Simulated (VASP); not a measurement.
Cu:

```xyz
2
Lattice="2.5838 0.0000 0.0000 -1.2919 2.2376 0.0000 0.0000 0.0000 4.1932" Properties=species:S:1:pos:R:3 pbc="T T T"
Cu    1.2919    0.7459    3.1449
Cu    0.0000    1.4918    1.0483
```

This cell differs from its parent crystal: volume scaled by 1.06.

Base run:

- Program: VASP 6.6.1
- Functional: LDA
- Potentials or basis: VASP PAW LDA potentials, release 64 (Cu)
- Cutoff: 520 eV
- k mesh: 12 × 12 × 7
- Occupations: fermi-dirac, width 0.05 eV
- Spin: no spin polarisation

Its results: band gap on the k mesh zero (band 11 reaches 10.91 eV, above the bottom of band 12 at 5.14 eV); pressure -14.3 GPa.

Q: The run is repeated on the same cell with these changes: functional from LDA to r2SCAN; potentials or basis from VASP PAW LDA potentials, release 64 (Cu) to VASP PAW PBE potentials, release 64 (Cu). What comes out?

A: Band gap on the k mesh zero (band 11 reaches 11.15 eV, above the bottom of band 12 at 5.14 eV); pressure -7.2 GPa.

Caveats: the PAW data sets were made with another functional, which shifts forces and pressure a little (some runs).
